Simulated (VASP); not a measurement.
# MnGa2 (R-3m) in VASP: single point with PBE

Aim: the single point of MnGa2 with PBE.

Everything below comes from runs of VASP 6.6.1. Logs are shortened: lines on timing, memory, paths and dates and some standing lists are left out, and cuts for length are marked.

### Step 1. The cell of the first run

It takes space group R-3m (No. 166, trigonal). The conventional cell has a = 3.343 Å, b = 3.343 Å, c = 15.845 Å, α = 90.00°, β = 90.00°, γ = 120.00°. Mn (site symmetry -3m) has 6 Ga at 2.34 Å within 3.1 Å. Within 3.1 Å of Ga (site symmetry 3m) lie 3 Mn at 2.34 Å.

### Step 2. Single point, PBE

INCAR reads:

```
PREC = Accurate
ENCUT = 520
EDIFF = 1E-6
ISMEAR = 0
SIGMA = 0.0127
LREAL = False
LASPH = True
NELM = 100
ALGO = Normal
ISIF = 2
LWAVE = False
LCHARG = False
GGA = PE
NBANDS = 26
```

KPOINTS reads:

```
regular mesh
0
Gamma
  9 9 9
```

POSCAR reads:

```
MnGa2
1.0
    3.3431950000      0.0000000000      0.0000000000
   -1.6715980000      2.8952920000      0.0000000000
    0.0000000000     -1.9301920000      5.2817500000
Mn Ga
1 2
Direct
    0.0000000000      0.0000000000      0.0000000000
    0.2500000000      0.5000000000      0.7500000000
    0.7500000000      0.5000000000      0.2500000000
```

Potentials or basis: VASP PAW PBE potentials, release 64 (Mn_pv, Ga_d).

Command:

```sh
$ cat potpaw_PBE.64/Mn_pv/POTCAR potpaw_PBE.64/Ga_d/POTCAR > POTCAR
$ mpirun -np 1 vasp_std > vasp.out
```

OUTCAR:

```text
PREC = Accurate
   ENCUT = 520
   EDIFF = 1E-6
   ISMEAR = 0
   LREAL = False
   LASPH = True
   NELM = 100
   ISIF = 2
   GGA = PE

 ion  position               nearest neighbor table
   1  0.000  0.000  0.000-   2 2.34   3 2.34   3 2.34   2 2.34   3 2.34   2 2.34
   2  0.250  0.500  0.750-   1 2.34   1 2.34   1 2.34
   3  0.750  0.500  0.250-   1 2.34   1 2.34   1 2.34

  LATTYP: Found a trigonal (rhomboedric) cell.
 ALAT       =     5.6233922988
 COS(alpha) =     0.8232754507

  Lattice vectors:

 A1 = (  -1.6715980000,   0.9651000000,   5.2817500000)
 A2 = (   0.0000000000,  -1.9301920000,   5.2817500000)
 A3 = (   1.6715970000,   0.9651000000,   5.2817500000)

Analysis of symmetry for initial positions (statically):
=====================================================================
 Subroutine PRICEL returns:
 Original cell was already a primitive cell.

 Routine SETGRP: Setting up the symmetry group for a
 trigonal (rhombohedral) supercell.

 Subroutine GETGRP returns: Found 12 space group operations
 (whereof 12 operations were pure point group operations)
 out of a pool of 12 trial point group operations.

The static configuration has the point symmetry D_3d.

Analysis of symmetry for dynamics (positions and initial velocities):
=====================================================================
 Subroutine PRICEL returns:
 Original cell was already a primitive cell.

 Routine SETGRP: Setting up the symmetry group for a
 trigonal (rhombohedral) supercell.

 Subroutine GETGRP returns: Found 12 space group operations
 (whereof 12 operations were pure point group operations)
 out of a pool of 12 trial point group operations.

The dynamic configuration has the point symmetry D_3d.

 Subroutine INISYM returns: Found 12 space group operations
 (whereof 12 operations are pure point group operations),
 and found     1 'primitive' translations

----------------------------------------------------------------------------------------

                                     Primitive cell

  volume of cell :      51.1248

  direct lattice vectors                    reciprocal lattice vectors
     3.343195000  0.000000000  0.000000000     0.299115068  0.172694205  0.063110328
    -1.671598000  2.895292000  0.000000000     0.000000000  0.345388306  0.126220617
     0.000000000 -1.930192000  5.281750000     0.000000000  0.000000000  0.189331188

  length of vectors
     3.343195000  3.343195423  5.623390812     0.351106858  0.367729148  0.189331188

  position of ions in fractional coordinates (direct lattice)
     0.000000000  0.000000000  0.000000000
     0.250000000  0.500000000  0.750000000
     0.750000000  0.500000000  0.250000000

  ion indices of the primitive-cell ions
   primitive index   ion index
                 1           1
                 2           2
                 3           3

----------------------------------------------------------------------------------------

 KPOINTS: regular mesh

Automatic generation of k-mesh.
 Grid dimensions read from file:
 generate k-points for:    9    9    9

 Generating k-lattice:

  Cartesian coordinates                     Fractional coordinates (reciprocal lattice)
     0.033235008  0.019188245  0.007012259     0.111111111  0.000000000  0.000000000
     0.000000000  0.038376478  0.014024513     0.000000000  0.111111111  0.000000000
     0.000000000  0.000000000  0.021036799     0.000000000  0.000000000  0.111111111

  Length of vectors
     0.039011873  0.040858794  0.021036799

  Shift w.r.t. Gamma in fractional coordinates (k-lattice)
     0.000000000  0.000000000  0.000000000

 Subroutine IBZKPT returns following result:
 ===========================================

 Found     85 irreducible k-points:

 Following reciprocal coordinates:
            Coordinates               Weight
  0.000000  0.000000  0.000000      1.000000
  0.111111  0.000000  0.000000      6.000000
  0.222222 -0.000000 -0.000000      6.000000
  0.333333  0.000000 -0.000000      6.000000
  0.444444 -0.000000 -0.000000      6.000000
  0.000000  0.111111  0.000000      6.000000
[... 16 lines left out ...]
  0.333333  0.333333 -0.000000      6.000000
  0.000000  0.444444 -0.000000      6.000000
 [... further k-points ...]
   k-points           NKPTS =     85   k-points in BZ     NKDIM =     85   number of bands    NBANDS=     26
   number of dos      NEDOS =    301   number of ions     NIONS =      3
   total plane-waves  NPLWV =  32928
   dimension x,y,z NGX =    28 NGY =   28 NGZ =   42
   dimension x,y,z NGXF=    56 NGYF=   56 NGZF=   84
   ions per type =               1   2
   NGX,Y,Z   is equivalent  to a cutoff of  13.92, 13.92, 12.42 a.u.
   NGXF,Y,Z  is equivalent  to a cutoff of  27.85, 27.85, 24.83 a.u.
 SYSTEM =  unknown system
   PREC   = accura    normal or accurate (medium, high low for compatibility)
   ISTART =      0    job   : 0-new  1-cont  2-samecut
   ICHARG =      2    charge: 1-file 2-atom 10-const
   ISPIN  =      1    spin polarized calculation?
   LNONCOLLINEAR =      F non collinear calculations
   LSORBIT =      F    spin-orbit coupling
   LASPH  =      T    aspherical Exc in radial PAW
   ENCUT  =  520.0 eV  38.22 Ry    6.18 a.u.   6.22  6.22 10.46*2*pi/ulx,y,z
   NELM   =    100;   NELMIN=  2; NELMDL= -5     # of ELM steps
   EDIFF  = 0.1E-05   stopping-criterion for ELM
   LREAL  =      F    real-space projection
   EDIFFG = 0.1E-04   stopping-criterion for IOM
   NSW    =      0    number of steps for IOM
   IBRION =     -1    ionic relax: 0-MD 1-quasi-New 2-CG
   NFREE  =      0    steps in history (QN), initial steepest desc. (CG)
   ISIF   =      2    stress and relaxation
   ISYM   =      2    0-nonsym 1-usesym 2-fastsym
   POTIM  = 0.5000    time-step for ionic-motion
   TEBEG  =    0.0;   TEEND  =   0.0 temperature during run
   PSTRESS=    0.0 pullay stress
   NELECT =      39.0000    total number of electrons
   NUPDOWN=      -1.0000    fix difference up-down
   EMIN   =  10.00;   EMAX   =-10.00  energy-range for DOS
   EFERMI =   0.00;   METHOD = LEGACY
   ISMEAR =     0;   SIGMA  =   0.01  broadening in eV -4-tet -1-fermi 0-gaus
   EFERMI_NEDOS =   21; number of points for ismear=-14 and -15
   IALGO  =     38    algorithm
   IMIX   =      4    mixing-type and parameters
     AMIX     =   0.40;   BMIX     =  1.00
     AMIX_MAG =   1.60;   BMIX_MAG =  1.00
  volume/ion in A,a.u.               =      17.04       115.00
  Fermi-wavevector in a.u.,A,eV,Ry     =   1.495842  2.826732 30.443625  2.237543
  Thomas-Fermi vector in A             =   2.607935
   LORBIT       =      0    0 simple, 1 ext, 2 COOP (PROOUT), +10 PAW based schemes
   GGA     = PE    functional components
   LHFCALC =     F    Hartree Fock is set to
   AEXX    =    0.0000 exact exchange contribution
   IVDW    =     0    specifies the selected vdW correction
   LEPSILON=     F    determine dielectric tensor
   LRPA    =     F    only Hartree local field effects (RPA)
 non-spin polarized calculation
 Gauss-broadening in eV      SIGMA  =   0.01
  energy-cutoff  :      520.00
  volume of cell :       51.12
 maximum number of plane-waves:      1402
 NGX is ok and might be reduce to    28
   NGX = 13   NGY = 13   NGZ = 21

 number of electron      39.0000016 magnetization

 Free energy of the ion-electron system (eV)
  ---------------------------------------------------
  ext. energy  EPLUGINS =         0.00000000
  ---------------------------------------------------
  free energy    TOTEN  =       -13.18869776 eV

  energy without entropy =      -13.18849937  energy(sigma->0) =      -13.18859857

 E-fermi :   5.5782     XC(G=0): -11.2708

 val. band max:        5.5483166372   @ k =   0.0000   0.0000   0.4444
 cond. band min:       5.5798039480   @ k =   0.3333   0.1111   0.2222
 fundamental gap:      0.0314873107
 Fermi energy:         5.5781753224

 k-point     1 :       0.0000    0.0000    0.0000
  band No.  band energies     occupation
      1     -41.8012      2.00000
      2     -41.8012      2.00000
      3     -41.5216      2.00000
      4      -8.8715      2.00000
      5      -8.8715      2.00000
      6      -8.8617      2.00000
[... 18 lines left out ...]
     25      14.2163      0.00000
     26      14.4013      0.00000

 k-point     2 :       0.1111    0.0000    0.0000
  band No.  band energies     occupation
      1     -41.8045      2.00000
      2     -41.8020      2.00000
      3     -41.5211      2.00000
      4      -8.8712      2.00000
      5      -8.8687      2.00000
      6      -8.8531      2.00000
[... 18 lines left out ...]
     25      13.7233      0.00000
     26      14.3138      0.00000

 k-point     3 :       0.2222   -0.0000   -0.0000
  band No.  band energies     occupation
      1     -41.8130      2.00000
      2     -41.8041      2.00000
      3     -41.5200      2.00000
      4      -8.8696      2.00000
      5      -8.8606      2.00000
      6      -8.8453      2.00000
[... 18 lines left out ...]
     25      12.9914      0.00000
     26      13.6814      0.00000

 k-point     4 :       0.3333    0.0000   -0.0000
  band No.  band energies     occupation
      1     -41.8227      2.00000
      2     -41.8066      2.00000
      3     -41.5186      2.00000
      4      -8.8664      2.00000
      5      -8.8631      2.00000
      6      -8.8488      2.00000
[... 18 lines left out ...]
     25      12.4166      0.00000
     26      12.5347      0.00000
[... 496 lines left out ...]
      1     -41.8255      2.00000
      2     -41.8151      2.00000
      3     -41.5174      2.00000
      4      -8.9149      2.00000
      5      -8.8765      2.00000
      6      -8.8522      2.00000
[... 18 lines left out ...]
     25      11.0455      0.00000
     26      11.8836      0.00000

 k-point    23 :       0.3333    0.3333   -0.0000
  band No.  band energies     occupation
      1     -41.8214      2.00000
      2     -41.8214      2.00000
      3     -41.5172      2.00000
      4      -8.9014      2.00000
      5      -8.8854      2.00000
      6      -8.8430      2.00000
[... 18 lines left out ...]
     25       9.5860      0.00000
     26      11.9892      0.00000

 k-point    24 :       0.0000    0.4444   -0.0000
  band No.  band energies     occupation
      1     -41.8290      2.00000
      2     -41.8081      2.00000
      3     -41.5178      2.00000
      4      -8.9340      2.00000
      5      -8.8890      2.00000
      6      -8.8621      2.00000
[... 18 lines left out ...]
     25      13.1876      0.00000
     26      14.6681      0.00000

 [... further k-points ...]
[... 5 lines left out ...]
  --------------------------------------------------------------------------------------
  -------------------------------------------------------------------------------------
  Total        0.7366131      0.7366132      2.5488674     -0.0000001      0.0000013     -0.0000002
  in kB       23.0843740     23.0843772     79.8777651     -0.0000040      0.0000403     -0.0000050
  external PRESSURE =      42.0155054 kB  Pullay stress =       0.0000000 kB

 VOLUME and BASIS-vectors are now :
 -----------------------------------------------------------------------------
  energy-cutoff  :      520.00
  volume of cell :       51.12
      direct lattice vectors                 reciprocal lattice vectors
     3.343195000  0.000000000  0.000000000     0.299115068  0.172694205  0.063110328
    -1.671598000  2.895292000  0.000000000     0.000000000  0.345388306  0.126220617
     0.000000000 -1.930192000  5.281750000     0.000000000  0.000000000  0.189331188

 POSITION                                       TOTAL-FORCE (eV/Angst)
 -----------------------------------------------------------------------------------
      0.00000      0.00000      0.00000         0.000000      0.000000      0.000000
     -0.00000      0.00000      3.96131         0.000000     -0.000001     -2.303712
      1.67160      0.96510      1.32044        -0.000000      0.000001      2.303712
 -----------------------------------------------------------------------------------
    total drift:                                0.000000      0.000000     -0.000000

  FREE ENERGIE OF THE ION-ELECTRON SYSTEM (eV)
  ---------------------------------------------------
  free  energy   TOTEN  =       -13.1886977589 eV

  energy  without entropy=      -13.1884993749  energy(sigma->0) =      -13.18859857
```

Run time: 2.5 min. Hardware: 1 thread of AMD EPYC 7R43 (Zen 3), shared host; peak memory 0.2 GiB.

What came out:

```
Free energy   : -13.1887 eV
Pressure      : 4.2 GPa
Largest force : 2.304 eV/Å
```

Forces in eV/Å, atoms in the order of the input:
```
Mn   0.000  0.000  0.000
Ga   0.000  0.000 -2.304
Ga   0.000  0.000  2.304
```

Caveat: forces of over 1 eV/Å act on the atoms, so gaps and moduli don't describe the material at rest. Spin polarisation is off, so any magnetic state and its effect on volume and gap are missing.
